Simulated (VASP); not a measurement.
# Si2Ni (MoSi2 type) (I4/mmm) in VASP: notebook

The runs below take Si2Ni (MoSi2 type) through single point, relaxation of cell and atoms, with PBE.

Program: VASP 6.6.1. These are calculated values, not measurements. Logs are shortened: lines on timing, memory, paths and dates and some standing lists are left out, and cuts for length are marked.

## Step 1: The cell of the first run

The structure is tetragonal, space group I4/mmm (No. 139). Conventional cell: a = 2.828 Å, b = 2.828 Å, c = 6.588 Å, α = 90.00°, β = 90.00°, γ = 90.00°. Within 2.9 Å of Ni (site symmetry 4/mmm) lie 10 Si at 2.20 to 2.28 Å and 4 Ni at 2.83 Å. Si (site symmetry 4mm) has 9 Si at 2.20 to 2.83 Å and 5 Ni at 2.20 to 2.28 Å within 2.9 Å.

## Step 2: Single point, PBE

INCAR reads:

```
ALGO = Normal
EDIFF = 1E-7
ENCUT = 520
GGA = PE
ISIF = 2
ISMEAR = -1
LASPH = True
LCHARG = False
LREAL = False
LWAVE = False
NBANDS = 16
NELM = 100
PREC = Accurate
SIGMA = 0.1
```

KPOINTS reads:

```
k-points
0
Gamma
  17 17 17
```

POSCAR reads:

```
Si2Ni
1.0
   -1.4138961221      1.4138961221      3.2940766283
    1.4138961221     -1.4138961221      3.2940766283
    1.4138961221      1.4138961221     -3.2940766283
Ni Si
1 2
Direct
    0.0000000000      0.0000000000      0.0000000000
    0.3333569632      0.3333569632      0.0000000000
   -0.3333569632     -0.3333569632      0.0000000000
```

Potentials or basis: VASP PAW PBE potentials, release 64 (Ni, Si).

Command:

```sh
$ cat potpaw_PBE.64/Ni/POTCAR potpaw_PBE.64/Si/POTCAR > POTCAR
$ mpirun -np 1 vasp_std > vasp.out
```

OUTCAR:

```text
EDIFF = 1E-7
   ENCUT = 520
   GGA = PE
   ISIF = 2
   ISMEAR = -1
   LASPH = True
   LREAL = False
   NELM = 100
   PREC = Accurate

 ion  position               nearest neighbor table
   1  0.000  0.000  0.000-   2 2.20   3 2.20   3 2.28   2 2.28   3 2.28   3 2.28   3 2.28   2 2.28
                             2 2.28   2 2.28
   2  0.333  0.333  0.000-   3 2.20   1 2.20   1 2.28   1 2.28   1 2.28   1 2.28   3 2.28   3 2.28
                             3 2.28   3 2.28
   3  0.667  0.667  0.000-   2 2.20   1 2.20   1 2.28   1 2.28   1 2.28   1 2.28   2 2.28   2 2.28
                             2 2.28   2 2.28

  LATTYP: Found a body centered tetragonal cell.
 ALAT       =     2.8277922442
 C/A-ratio  =     2.3297868753

  Lattice vectors:

 A1 = (  -1.4138961221,   1.4138961221,   3.2940766283)
 A2 = (   1.4138961221,  -1.4138961221,   3.2940766283)
 A3 = (   1.4138961221,   1.4138961221,  -3.2940766283)

Analysis of symmetry for initial positions (statically):
=====================================================================
 Subroutine PRICEL returns:
 Original cell was already a primitive cell.

 Routine SETGRP: Setting up the symmetry group for a
 body centered tetragonal supercell.

 Subroutine GETGRP returns: Found 16 space group operations
 (whereof 16 operations were pure point group operations)
 out of a pool of 16 trial point group operations.

The static configuration has the point symmetry D_4h.

Analysis of symmetry for dynamics (positions and initial velocities):
=====================================================================
 Subroutine PRICEL returns:
 Original cell was already a primitive cell.

 Routine SETGRP: Setting up the symmetry group for a
 body centered tetragonal supercell.

 Subroutine GETGRP returns: Found 16 space group operations
 (whereof 16 operations were pure point group operations)
 out of a pool of 16 trial point group operations.

The dynamic configuration has the point symmetry D_4h.

 Subroutine INISYM returns: Found 16 space group operations
 (whereof 16 operations are pure point group operations),
 and found     1 'primitive' translations

----------------------------------------------------------------------------------------

                                     Primitive cell

  volume of cell :      26.3408

  direct lattice vectors                    reciprocal lattice vectors
    -1.413896122  1.413896122  3.294076628     0.000000000  0.353632768  0.151787604
     1.413896122 -1.413896122  3.294076628     0.353632768  0.000000000  0.151787604
     1.413896122  1.413896122 -3.294076628     0.353632768  0.353632768  0.000000000

  length of vectors
     3.853458878  3.853458878  3.853458878     0.384831927  0.384831927  0.500112257

  position of ions in fractional coordinates (direct lattice)
     0.000000000  0.000000000  0.000000000
     0.333356963  0.333356963  0.000000000
     0.666643037  0.666643037  0.000000000

  ion indices of the primitive-cell ions
   primitive index   ion index
                 1           1
                 2           2
                 3           3

----------------------------------------------------------------------------------------

 KPOINTS: k-points

Automatic generation of k-mesh.
 Grid dimensions read from file:
 generate k-points for:   17   17   17

 Generating k-lattice:

  Cartesian coordinates                     Fractional coordinates (reciprocal lattice)
     0.000000000  0.020801928  0.008928683     0.058823529 -0.000000000  0.000000000
     0.020801928  0.000000000  0.008928683    -0.000000000  0.058823529  0.000000000
     0.020801928  0.020801928  0.000000000     0.000000000  0.000000000  0.058823529

  Length of vectors
     0.022637172  0.022637172  0.029418368

  Shift w.r.t. Gamma in fractional coordinates (k-lattice)
     0.000000000  0.000000000  0.000000000

 Subroutine IBZKPT returns following result:
 ===========================================

 Found    405 irreducible k-points:

 Following reciprocal coordinates:
            Coordinates               Weight
  0.000000  0.000000  0.000000      1.000000
  0.058824  0.000000  0.000000      8.000000
  0.117647 -0.000000  0.000000      8.000000
  0.176471 -0.000000  0.000000      8.000000
  0.235294 -0.000000  0.000000      8.000000
  0.294118 -0.000000  0.000000      8.000000
[... 16 lines left out ...]
 -0.176471  0.058824 -0.000000     16.000000
 -0.117647  0.058824 -0.000000     16.000000
 [... further k-points ...]
   k-points           NKPTS =    405   k-points in BZ     NKDIM =    405   number of bands    NBANDS=     16
   number of dos      NEDOS =    301   number of ions     NIONS =      3
   total plane-waves  NPLWV =  27000
   dimension x,y,z NGX =    30 NGY =   30 NGZ =   30
   dimension x,y,z NGXF=    60 NGYF=   60 NGZF=   60
   ions per type =               1   2
   NGX,Y,Z   is equivalent  to a cutoff of  12.94, 12.94, 12.94 a.u.
   NGXF,Y,Z  is equivalent  to a cutoff of  25.89, 25.89, 25.89 a.u.
 SYSTEM =  unknown system
   PREC   = accura    normal or accurate (medium, high low for compatibility)
   ISTART =      0    job   : 0-new  1-cont  2-samecut
   ICHARG =      2    charge: 1-file 2-atom 10-const
   ISPIN  =      1    spin polarized calculation?
   LNONCOLLINEAR =      F non collinear calculations
   LSORBIT =      F    spin-orbit coupling
   LASPH  =      T    aspherical Exc in radial PAW
   ENCUT  =  520.0 eV  38.22 Ry    6.18 a.u.   7.16  7.16  7.16*2*pi/ulx,y,z
   NELM   =    100;   NELMIN=  2; NELMDL= -5     # of ELM steps
   EDIFF  = 0.1E-06   stopping-criterion for ELM
   LREAL  =      F    real-space projection
   EDIFFG = 0.1E-05   stopping-criterion for IOM
   NSW    =      0    number of steps for IOM
   IBRION =     -1    ionic relax: 0-MD 1-quasi-New 2-CG
   NFREE  =      0    steps in history (QN), initial steepest desc. (CG)
   ISIF   =      2    stress and relaxation
   ISYM   =      2    0-nonsym 1-usesym 2-fastsym
   POTIM  = 0.5000    time-step for ionic-motion
   TEBEG  =    0.0;   TEEND  =   0.0 temperature during run
   PSTRESS=    0.0 pullay stress
   NELECT =      18.0000    total number of electrons
   NUPDOWN=      -1.0000    fix difference up-down
   EMIN   =  10.00;   EMAX   =-10.00  energy-range for DOS
   EFERMI =   0.00;   METHOD = LEGACY
   ISMEAR =    -1;   SIGMA  =   0.10  broadening in eV -4-tet -1-fermi 0-gaus
   EFERMI_NEDOS =   21; number of points for ismear=-14 and -15
   IALGO  =     38    algorithm
   IMIX   =      4    mixing-type and parameters
     AMIX     =   0.40;   BMIX     =  1.00
     AMIX_MAG =   1.60;   BMIX_MAG =  1.00
  volume/ion in A,a.u.               =       8.78        59.25
  Fermi-wavevector in a.u.,A,eV,Ry     =   1.441970  2.724927 28.290271  2.079276
  Thomas-Fermi vector in A             =   2.560542
   LORBIT       =      0    0 simple, 1 ext, 2 COOP (PROOUT), +10 PAW based schemes
   GGA     = PE    functional components
   LHFCALC =     F    Hartree Fock is set to
   AEXX    =    0.0000 exact exchange contribution
   IVDW    =     0    specifies the selected vdW correction
   LEPSILON=     F    determine dielectric tensor
   LRPA    =     F    only Hartree local field effects (RPA)
 non-spin polarized calculation
  energy-cutoff  :      520.00
  volume of cell :       26.34
 maximum number of plane-waves:       729
 NGX is ok and might be reduce to    30
   NGX = 15   NGY = 15   NGZ = 15

 number of electron      17.9999996 magnetization

 Free energy of the ion-electron system (eV)
  ---------------------------------------------------
  ext. energy  EPLUGINS =         0.00000000
  ---------------------------------------------------
  free energy    TOTEN  =       -13.05615191 eV

  energy without entropy =      -12.99839973  energy(sigma->0) =      -13.02727582

 E-fermi :  17.3276     XC(G=0): -13.7331

 val. band max:       17.3230042153   @ k =   0.3529   0.1176   0.1176
 cond. band min:      17.3295286646   @ k =  -0.1765  -0.3529   0.1176
 fundamental gap:      0.0065244493
 Fermi energy:        17.3275826263

 k-point     1 :       0.0000    0.0000    0.0000
  band No.  band energies     occupation
      1      -0.8894      2.00000
      2       8.7564      2.00000
      3      11.7431      2.00000
      4      11.9910      2.00000
      5      11.9910      2.00000
      6      12.7873      2.00000
[... 8 lines left out ...]
     15      26.6156      0.00000
     16      28.1972      0.00000

 k-point     2 :       0.0588    0.0000    0.0000
  band No.  band energies     occupation
      1      -0.8139      2.00000
      2       8.7504      2.00000
      3      11.7212      2.00000
      4      11.8063      2.00000
      5      12.0158      2.00000
      6      12.8643      2.00000
[... 8 lines left out ...]
     15      26.8060      0.00000
     16      28.5241      0.00000

 k-point     3 :       0.1176   -0.0000    0.0000
  band No.  band energies     occupation
      1      -0.5884      2.00000
      2       8.7317      2.00000
      3      11.3230      2.00000
      4      11.7320      2.00000
      5      12.0867      2.00000
      6      12.8965      2.00000
[... 8 lines left out ...]
     15      27.0471      0.00000
     16      28.6626      0.00000

 k-point     4 :       0.1765   -0.0000    0.0000
  band No.  band energies     occupation
      1      -0.2149      2.00000
      2       8.6887      2.00000
      3      10.7236      2.00000
      4      11.6554      2.00000
      5      12.1929      2.00000
      6      12.7511      2.00000
[... 8 lines left out ...]
     15      27.1402      0.00000
     16      27.2496      0.00000
[... 324 lines left out ...]
 k-point    22 :      -0.2353    0.0588    0.0000
  band No.  band energies     occupation
      1       0.2861      2.00000
      2       8.8646      2.00000
      3      10.0432      2.00000
      4      11.4729      2.00000
      5      12.1321      2.00000
      6      12.6551      2.00000
[... 8 lines left out ...]
     15      27.5388      0.00000
     16      28.0419      0.00000

 k-point    23 :      -0.1765    0.0588   -0.0000
  band No.  band energies     occupation
      1      -0.2091      2.00000
      2       8.9532      2.00000
      3      10.7047      2.00000
      4      11.6578      2.00000
      5      11.9985      2.00000
      6      12.8931      2.00000
[... 8 lines left out ...]
     15      26.5434      0.00000
     16      27.5767      0.00000

 k-point    24 :      -0.1176    0.0588   -0.0000
  band No.  band energies     occupation
      1      -0.5596      2.00000
      2       8.9146      2.00000
      3      11.3239      2.00000
      4      11.7254      2.00000
      5      11.8797      2.00000
      6      13.0947      2.00000
[... 8 lines left out ...]
     15      27.3897      0.00000
     16      27.9622      0.00000

 [... further k-points ...]

------------------------ aborting loop because EDIFF is reached ----------------------------------------

  FORCE on cell =-STRESS in cart. coord.  units (eV):
  Direction    XX          YY          ZZ          XY          YZ          ZX
  --------------------------------------------------------------------------------------
  -------------------------------------------------------------------------------------
  Total       19.6870461     19.6870461     19.7035588      0.0000000     -0.0000000      0.0000000
  in kB     1197.4639421   1197.4639421   1198.4683253      0.0000000     -0.0000000      0.0000000
  external PRESSURE =    1197.7987365 kB  Pullay stress =       0.0000000 kB

 VOLUME and BASIS-vectors are now :
 -----------------------------------------------------------------------------
  energy-cutoff  :      520.00
  volume of cell :       26.34
      direct lattice vectors                 reciprocal lattice vectors
    -1.413896122  1.413896122  3.294076628     0.000000000  0.353632768  0.151787604
     1.413896122 -1.413896122  3.294076628     0.353632768  0.000000000  0.151787604
     1.413896122  1.413896122 -3.294076628     0.353632768  0.353632768  0.000000000

 POSITION                                       TOTAL-FORCE (eV/Angst)
 -----------------------------------------------------------------------------------
      0.00000      0.00000      0.00000         0.000000      0.000000      0.000000
      0.00000      0.00000      2.19621        -0.000000     -0.000000      0.003234
      0.00000      0.00000      4.39195         0.000000      0.000000     -0.003234
 -----------------------------------------------------------------------------------
    total drift:                                0.000000      0.000000     -0.000000

  FREE ENERGIE OF THE ION-ELECTRON SYSTEM (eV)
  ---------------------------------------------------
  free  energy   TOTEN  =       -13.0561519072 eV

  energy  without entropy=      -12.9983997261  energy(sigma->0) =      -13.02727582
```

Wall time 3.9 min (1 thread of AMD EPYC 7R13 (Zen 3), shared host); peak memory 0.27 GiB.

Results:

```yaml
Free_energy: -13.0562 eV
Pressure: 119.8 GPa
Largest_force: 0.003 eV/Å
Band_gap_on_the_k_mesh: zero (bands 9 and 10 overlap by 3.08 eV)
```

Forces on the atoms (eV/Å):
```
Ni   0.000  0.000  0.000
Si   0.000  0.000  0.003
Si   0.000  0.000 -0.003
```

Caveat: the cell stands under pressure.

## Step 3: Single point, PBE

INCAR reads:

```
PREC     = Accurate       # precision mode
ENCUT    = 520            # plane-wave cutoff, eV
EDIFF    = 1E-7           # SCF threshold, eV
ISMEAR   = -1             # smearing method
SIGMA    = 0.1            # smearing width, eV
LREAL    = False          # projectors in reciprocal space
LASPH    = True           # aspherical terms in the spheres
NELM     = 80             # most SCF steps
ALGO     = Normal         # electronic algorithm
ISIF     = 2              # what is computed and relaxed
LWAVE    = False          # write WAVECAR
LCHARG   = False          # write CHGCAR
GGA      = PE             # functional
NBANDS   = 16             # bands
```

KPOINTS reads:

```
regular mesh
0
Gamma
  17 17 17
```

POSCAR reads:

```
Si2Ni
1.0
   -1.4142161795      1.4142161795      3.2915672283
    1.4142161795     -1.4142161795      3.2915672283
    1.4142161795      1.4142161795     -3.2915672283
Ni Si
1 2
Direct
    0.0000000000      0.0000000000      0.0000000000
    0.3333234107      0.3333234107      0.0000000000
   -0.3333234107     -0.3333234107      0.0000000000
```

Potentials or basis: VASP PAW PBE potentials, release 64 (Ni, Si).

Command:

```sh
$ cat potpaw_PBE.64/Ni/POTCAR potpaw_PBE.64/Si/POTCAR > POTCAR
$ mpirun -np 1 vasp_std > vasp.out
```

It took 3.9 min on 1 thread of AMD EPYC 7R13 (Zen 3), shared host; peak memory 0.27 GiB.

The run converged. Its results:

```yaml
Free_energy: -13.0500 eV
Pressure: 120.0 GPa
Largest_force: 0.011 eV/Å
Band_gap_on_the_k_mesh: zero (bands 9 and 10 overlap by 3.08 eV)
```

Forces on the atoms (eV/Å):
```
Ni   0.000  0.000  0.000
Si   0.000  0.000  0.011
Si   0.000  0.000 -0.011
```

Stress tensor (GPa, compression positive):
```
119.90   0.00   0.00
  0.00 119.90   0.00
  0.00   0.00 120.28
```

Levels at points of the mesh, in eV from the Fermi level:
```tsv
k point	band 6	band 7	band 8	band 9	band 10	band 11	band 12	band 13
(0.00, 0.00, 0.00)	-4.53	-3.93	-0.67	1.77	2.25	2.25	2.60	2.60
```

Caveat: the cell stands under pressure. Spin polarisation is off, so any magnetic state and its effect on volume and gap are missing.

(Part 1 of 2 ends here.)
